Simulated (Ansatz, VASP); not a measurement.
**Two plane-wave programs on P**

File INCAR:

```
  PREC = Accurate
  ENCUT = 520
  EDIFF = 1E-6
  ISMEAR = 0
  SIGMA = 0.15
  LREAL = F
  LASPH = T
  NELM = 60
  ALGO = Normal
  ISIF = 2
  LWAVE = F
  LCHARG = F
  GGA = PS
  IVDW = 12
  NBANDS = 8
```

Contents of KPOINTS:

```
regular mesh
0
Gamma
  12 12 12
```

Contents of POSCAR:

```
P
1.0
    4.2729048574      0.0000000000      0.0534113107
    0.0000000000      4.2729048574      0.0000000000
    0.0547250000      0.0000000000      4.3780000000
P
1
Direct
    0.0000000000      0.0000000000      0.0000000000
```

Input for Ansatz:

```yaml
crystal:
  lattice:
    - [4.2729048574, 0.0, 0.0534113107]
    - [0.0, 4.2729048574, 0.0]
    - [0.054725, 0.0, 4.378]
  atoms:
    - { symbol: P, position: [0.0, 0.0, 0.0] }
basis:
  ecutwfc: 420
kpoints:
  mp_grid: { grid: [12, 12, 12] }
hamiltonian:
  xc: pbesol
  dispersion: d3bj
scf:
  occupations: { method: gaussian, width: 0.15 }
output:
  forces: true
  stress: true
  eigenvalues: true
  write_density: true
  write_potential: true
  elf: true
  volumetric_format: npy
```

Change from the starting cell: strain +0.0250 x Voigt [0, 0, 0, 0, 1, 0], atoms carried along.

Alike in both runs: task single point; functional PBEsol; dispersion D3(BJ); k mesh 12 × 12 × 12; occupations gaussian, width 0.15 eV; no spin polarisation.

```csv
,VASP,Ansatz
version,VASP 6.6.1,Ansatz 0.2.0
potentials or method,"VASP PAW PBE potentials, release 64 (P), cutoff 520 eV","scalar-relativistic, plane waves, PAW"
valence electrons in the cell,5,5
```

```csv
,VASP,Ansatz,Ansatz less VASP
gap on the k mesh at the Fermi level (eV),none,none,-
pressure (GPa),-4.0,-4.0,+0.01
"traceless stress, the component that is largest in VASP (GPa)",0.28,0.28,0.000
```

VASP's potentials were made for PBE, not for PBEsol. A gap of «none» marks a metal or a gap that the smearing closes.
